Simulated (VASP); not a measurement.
# BN (P-6m2) in VASP: density of states with PBE

Aim: the density of states of BN with PBE.

All numbers are computed with VASP 6.6.1; they aren't measurements. Logs are shortened: lines on timing, memory, paths and dates and some standing lists are left out, and cuts for length are marked.

## 1. The cell of the first run

It takes space group P-6m2 (No. 187, hexagonal). Conventional cell: a = 6.400 Å, b = 6.400 Å, c = 2.510 Å, α = 90.00°, β = 90.00°, γ = 120.00°. B (site symmetry mm2) has 3 N at 1.45 to 1.48 Å within 1.9 Å. B (site symmetry -6m2) has 3 N at 1.49 Å within 2.0 Å. N (site symmetry mm2) has 3 B at 1.45 to 1.49 Å within 1.9 Å. N (site symmetry -6m2) has 3 B at 1.48 Å within 2.0 Å.

## 2. Density of states, PBE

Input file POSCAR:

```
BN
1.0
    6.3999689253      0.0000000000      0.0000000000
   -3.1999844627      5.5425356727      0.0000000000
    0.0000000000      0.0000000000      2.5095917080
B N
4 4
Direct
    0.5335670175      0.0671340351      0.0000000000
    0.9328659649      0.4664329825      0.0000000000
    0.5335670175      0.4664329825      0.0000000000
    0.3333333333      0.6666666667      0.5000000000
    0.4681225616      0.9362451233      0.5000000000
    0.0637548767      0.5318774384      0.5000000000
    0.4681225616      0.5318774384      0.5000000000
    0.6666666667      0.3333333333      0.0000000000
```

Input file INCAR.step1:

```
SYSTEM = BN
PREC = Accurate ; ENCUT = 520
EDIFF = 1E-7 ; ISMEAR = 0
SIGMA = 0.1 ; LREAL = .False.
LASPH = .True. ; NELM = 60
ALGO = Normal ; ISIF = 2
LWAVE = .False. ; LCHARG = .True.
GGA = PE ; NBANDS = 26
```

Input file KPOINTS.step1:

```
Automatic mesh
0
Gamma
  6 6 14
  0 0 0
```

Input file INCAR.step2:

```
SYSTEM = BN
PREC = Accurate ; ENCUT = 520
EDIFF = 1E-7 ; ISMEAR = -5
SIGMA = 0.1 ; LREAL = .False.
LASPH = .True. ; NELM = 60
ALGO = Normal ; ISIF = 2
LWAVE = .False. ; LCHARG = .False.
GGA = PE ; LORBIT = 10
NBANDS = 26 ; NEDOS = 1001
ICHARG = 11
```

Input file KPOINTS.step2:

```
Automatic mesh
0
Gamma
  9 9 21
  0 0 0
```

Potentials or basis: VASP PAW PBE potentials, release 64 (B, N).

The run is started by

```sh
cat potpaw_PBE.64/B/POTCAR potpaw_PBE.64/N/POTCAR > POTCAR
cp INCAR.step1 INCAR
cp KPOINTS.step1 KPOINTS
mpirun -np 1 vasp_std > vasp.out
cp INCAR.step2 INCAR
cp KPOINTS.step2 KPOINTS
mpirun -np 1 vasp_std > vasp.out
```

OUTCAR:

```text
SYSTEM = BN
   PREC = Accurate
   ENCUT = 520
   EDIFF = 1E-7
   ISMEAR = -5
   LREAL = .False.
   LASPH = .True.
   NELM = 60
   ISIF = 2
   GGA = PE
   LORBIT = 10
   ICHARG = 11

 ion  position               nearest neighbor table
   1  0.534  0.067  0.000-   5 1.45   5 1.45   8 1.48
   2  0.933  0.466  0.000-   6 1.45   6 1.45   8 1.48
   3  0.534  0.466  0.000-   7 1.45   7 1.45   8 1.48
   4  0.333  0.667  0.500-   5 1.49   6 1.49   7 1.49
   5  0.468  0.936  0.500-   1 1.45   1 1.45   4 1.49
   6  0.064  0.532  0.500-   2 1.45   2 1.45   4 1.49
   7  0.468  0.532  0.500-   3 1.45   3 1.45   4 1.49
   8  0.667  0.333  0.000-   1 1.48   2 1.48   3 1.48

  LATTYP: Found a hexagonal cell.
 ALAT       =     6.3999689253
 C/A-ratio  =     0.3921256083

  Lattice vectors:

 A1 = (   6.3999689253,   0.0000000000,   0.0000000000)
 A2 = (  -3.1999844627,   5.5425356727,   0.0000000000)
 A3 = (   0.0000000000,   0.0000000000,   2.5095917080)

Analysis of symmetry for initial positions (statically):
=====================================================================
 Subroutine PRICEL returns:
 Original cell was already a primitive cell.

 Routine SETGRP: Setting up the symmetry group for a
 hexagonal supercell.

 Subroutine GETGRP returns: Found 12 space group operations
 (whereof 12 operations were pure point group operations)
 out of a pool of 24 trial point group operations.

The static configuration has the point symmetry D_3h.

Analysis of symmetry for dynamics (positions and initial velocities):
=====================================================================
 Subroutine PRICEL returns:
 Original cell was already a primitive cell.

 Routine SETGRP: Setting up the symmetry group for a
 hexagonal supercell.

 Subroutine GETGRP returns: Found 12 space group operations
 (whereof 12 operations were pure point group operations)
 out of a pool of 24 trial point group operations.

The dynamic configuration has the point symmetry D_3h.

 Subroutine INISYM returns: Found 12 space group operations
 (whereof 12 operations are pure point group operations),
 and found     1 'primitive' translations

----------------------------------------------------------------------------------------

                                     Primitive cell

  volume of cell :      89.0204

  direct lattice vectors                    reciprocal lattice vectors
     6.399968925  0.000000000  0.000000000     0.156250759  0.090211418  0.000000000
    -3.199984463  5.542535673  0.000000000     0.000000000  0.180422835  0.000000000
     0.000000000  0.000000000  2.509591708     0.000000000  0.000000000  0.398471192

  length of vectors
     6.399968925  6.399968925  2.509591708     0.180422835  0.180422835  0.398471192

  position of ions in fractional coordinates (direct lattice)
     0.533567017  0.067134035  0.000000000
     0.932865965  0.466432983  0.000000000
     0.533567017  0.466432983  0.000000000
     0.333333333  0.666666667  0.500000000
     0.468122562  0.936245123  0.500000000
     0.063754877  0.531877438  0.500000000
     0.468122562  0.531877438  0.500000000
     0.666666667  0.333333333  0.000000000

  ion indices of the primitive-cell ions
   primitive index   ion index
                 1           1
                 2           2
                 3           3
                 4           4
                 5           5
                 6           6
                 7           7
                 8           8

----------------------------------------------------------------------------------------

 KPOINTS: Automatic mesh

Automatic generation of k-mesh.
 Grid dimensions read from file:
 generate k-points for:    9    9   21

 Generating k-lattice:

  Cartesian coordinates                     Fractional coordinates (reciprocal lattice)
     0.017361195  0.010023491  0.000000000     0.111111111  0.000000000  0.000000000
     0.000000000  0.020046982  0.000000000     0.000000000  0.111111111  0.000000000
     0.000000000  0.000000000  0.018974819     0.000000000  0.000000000  0.047619048

  Length of vectors
     0.020046982  0.020046982  0.018974819

  Shift w.r.t. Gamma in fractional coordinates (k-lattice)
     0.000000000  0.000000000  0.000000000

 TETIRR: Found   1683 inequivalent tetrahedra from    10206

 Subroutine IBZKPT returns following result:
 ===========================================

 Found    132 irreducible k-points:

 Following reciprocal coordinates:
            Coordinates               Weight
  0.000000  0.000000  0.000000      1.000000
  0.111111  0.000000  0.000000      6.000000
  0.222222  0.000000  0.000000      6.000000
  0.333333  0.000000  0.000000      6.000000
  0.444444  0.000000  0.000000      6.000000
  0.111111  0.111111  0.000000      6.000000
[... 16 lines left out ...]
  0.333333  0.222222  0.047619     24.000000
  0.333333  0.333333  0.047619      4.000000
 [... further k-points ...]
   k-points           NKPTS =    132   k-points in BZ     NKDIM =    132   number of bands    NBANDS=     26
   number of dos      NEDOS =   1001   number of ions     NIONS =      8
   total plane-waves  NPLWV =  46080
   dimension x,y,z NGX =    48 NGY =   48 NGZ =   20
   dimension x,y,z NGXF=    96 NGYF=   96 NGZF=   40
   ions per type =               4   4
   NGX,Y,Z   is equivalent  to a cutoff of  12.47, 12.47, 13.25 a.u.
   NGXF,Y,Z  is equivalent  to a cutoff of  24.94, 24.94, 26.50 a.u.
 SYSTEM =  BN
   PREC   = accura    normal or accurate (medium, high low for compatibility)
   ISTART =      0    job   : 0-new  1-cont  2-samecut
   ICHARG =     11    charge: 1-file 2-atom 10-const
   ISPIN  =      1    spin polarized calculation?
   LNONCOLLINEAR =      F non collinear calculations
   LSORBIT =      F    spin-orbit coupling
   LASPH  =      T    aspherical Exc in radial PAW
   ENCUT  =  520.0 eV  38.22 Ry    6.18 a.u.  11.90 11.90  4.67*2*pi/ulx,y,z
   NELM   =     60;   NELMIN=  2; NELMDL=  0     # of ELM steps
   EDIFF  = 0.1E-06   stopping-criterion for ELM
   LREAL  =      F    real-space projection
   EDIFFG = 0.1E-05   stopping-criterion for IOM
   NSW    =      0    number of steps for IOM
   IBRION =     -1    ionic relax: 0-MD 1-quasi-New 2-CG
   NFREE  =      0    steps in history (QN), initial steepest desc. (CG)
   ISIF   =      2    stress and relaxation
   ISYM   =      2    0-nonsym 1-usesym 2-fastsym
   POTIM  = 0.5000    time-step for ionic-motion
   TEBEG  =    0.0;   TEEND  =   0.0 temperature during run
   PSTRESS=    0.0 pullay stress
   NELECT =      32.0000    total number of electrons
   NUPDOWN=      -1.0000    fix difference up-down
   EMIN   =  10.00;   EMAX   =-10.00  energy-range for DOS
   EFERMI =   0.00;   METHOD = LEGACY
   ISMEAR =    -5;   SIGMA  =   0.10  broadening in eV -4-tet -1-fermi 0-gaus
   EFERMI_NEDOS =   21; number of points for ismear=-14 and -15
   IALGO  =     38    algorithm
   IMIX   =      4    mixing-type and parameters
     AMIX     =   0.40;   BMIX     =  1.00
     AMIX_MAG =   1.60;   BMIX_MAG =  1.00
  volume/ion in A,a.u.               =      11.13        75.09
  Fermi-wavevector in a.u.,A,eV,Ry     =   1.164023  2.199685 18.435218  1.354950
  Thomas-Fermi vector in A             =   2.300566
   LORBIT       =     10    0 simple, 1 ext, 2 COOP (PROOUT), +10 PAW based schemes
   GGA     = PE    functional components
   LHFCALC =     F    Hartree Fock is set to
   AEXX    =    0.0000 exact exchange contribution
   IVDW    =     0    specifies the selected vdW correction
   LEPSILON=     F    determine dielectric tensor
   LRPA    =     F    only Hartree local field effects (RPA)
 non-spin polarized calculation
 Fermi weights with tetrahedron method with Bloechl corrections
  energy-cutoff  :      520.00
  volume of cell :       89.02
 maximum number of plane-waves:      2422
 NGX is ok and might be reduce to    48

 number of electron      32.0000009 magnetization

 Free energy of the ion-electron system (eV)
  ---------------------------------------------------
  ext. energy  EPLUGINS =         0.00000000
  ---------------------------------------------------
  free energy    TOTEN  =       -66.89169323 eV

  energy without entropy =      -66.89169323  energy(sigma->0) =      -66.89169323

 E-fermi :   2.7621     XC(G=0):  -8.6351

 val. band max:        2.7499442209   @ k =   0.1111   0.0000   0.0476
 cond. band min:       2.7616517791   @ k =   0.2222   0.1111   0.4286
 fundamental gap:      0.0117075582
 Fermi energy:         2.7621258112

 k-point     1 :       0.0000    0.0000    0.0000
  band No.  band energies     occupation
      1     -16.8270      2.00000
      2     -15.0387      2.00000
      3     -15.0387      2.00000
      4     -14.5692      2.00000
      5      -6.9248      2.00000
      6      -6.9248      2.00000
[... 18 lines left out ...]
     25      11.2382      0.00000
     26      12.4668      0.00000

 k-point     2 :       0.1111    0.0000    0.0000
  band No.  band energies     occupation
      1     -16.8021      2.00000
      2     -15.2189      2.00000
      3     -15.0394      2.00000
      4     -14.3945      2.00000
      5      -7.1543      2.00000
      6      -6.9004      2.00000
[... 18 lines left out ...]
     25      11.1381      0.00000
[... 608 lines left out ...]
     25      11.6832      0.00000
     26      11.9303      0.00000

 k-point    24 :       0.3333    0.3333    0.0476
  band No.  band energies     occupation
      1     -16.2777      2.00000
      2     -16.2008      2.00000
      3     -15.0197      2.00000
      4     -13.6687      2.00000
      5      -8.0582      2.00000
      6      -6.5685      2.00000
[... 18 lines left out ...]
     25      11.8570      0.00000
     26      11.9655      0.00000

 [... further k-points ...]

------------------------ aborting loop because EDIFF is reached ----------------------------------------

  FORCE on cell =-STRESS in cart. coord.  units (eV):
  Direction    XX          YY          ZZ          XY          YZ          ZX
  --------------------------------------------------------------------------------------
  -------------------------------------------------------------------------------------
  Total        0.0570594      0.0570594      0.0765730     -0.0000000     -0.0000000      0.0000000
  in kB        1.0269479      1.0269479      1.3781515     -0.0000000     -0.0000000      0.0000000
  external PRESSURE =       1.1440158 kB  Pullay stress =       0.0000000 kB

 VOLUME and BASIS-vectors are now :
 -----------------------------------------------------------------------------
  energy-cutoff  :      520.00
  volume of cell :       89.02
      direct lattice vectors                 reciprocal lattice vectors
     6.399968925  0.000000000  0.000000000     0.156250759  0.090211418  0.000000000
    -3.199984463  5.542535673  0.000000000     0.000000000  0.180422835  0.000000000
     0.000000000  0.000000000  2.509591708     0.000000000  0.000000000  0.398471192

 POSITION                                       TOTAL-FORCE (eV/Angst)
 -----------------------------------------------------------------------------------
      3.19998      0.37209      0.00000        -0.000000      0.016019      0.000000
      4.47773      2.58522      0.00000        -0.013873     -0.008010      0.000000
      1.92223      2.58522      0.00000         0.013873     -0.008010      0.000000
     -0.00000      3.69502      1.25480        -0.000000     -0.000000      0.000000
     -0.00000      5.18917      1.25480        -0.000000      0.004082      0.000000
     -1.29397      2.94795      1.25480        -0.003535     -0.002041     -0.000000
      1.29397      2.94795      1.25480         0.003535     -0.002041     -0.000000
      3.19998      1.84751      0.00000        -0.000000     -0.000000      0.000000
 -----------------------------------------------------------------------------------
    total drift:                               -0.003929      0.002268      0.000000

  FREE ENERGIE OF THE ION-ELECTRON SYSTEM (eV)
  ---------------------------------------------------
  free  energy   TOTEN  =       -66.8916932310 eV

  energy  without entropy=      -66.8916932310  energy(sigma->0) =      -66.89169323

 total charge

# of ion       s       p       d       tot
------------------------------------------
    1        0.732   1.361   0.000   2.094
    2        0.732   1.361   0.000   2.094
    3        0.732   1.361   0.000   2.094
    4        0.717   1.303   0.000   2.021
    5        1.227   2.757   0.000   3.984
    6        1.227   2.757   0.000   3.984
    7        1.227   2.757   0.000   3.984
    8        1.217   2.764   0.000   3.981
--------------------------------------------------
tot          7.814  16.421   0.000  24.235
```

Run time: 3.1 min. Hardware: 1 thread of AMD EPYC 9R45 (Zen 5), shared host; peak memory 0.32 GiB.

What came out:

```
Valence electrons inside the program's atomic spheres : B 2.09, 2.02; N 3.98
```

Levels at points of the mesh, in eV from the Fermi level:
| k point | band 13 | band 14 | band 15 | band 16 | band 17 | band 18 | band 19 | band 20 |
| --- | --- | --- | --- | --- | --- | --- | --- | --- |
| (0.00, 0.00, 0.00) | -4.68 | -4.68 | -3.86 | 0.12 | 2.56 | 4.48 | 4.48 | 6.68 |

Caveat: tetrahedron occupations give inexact forces and stress in metals.
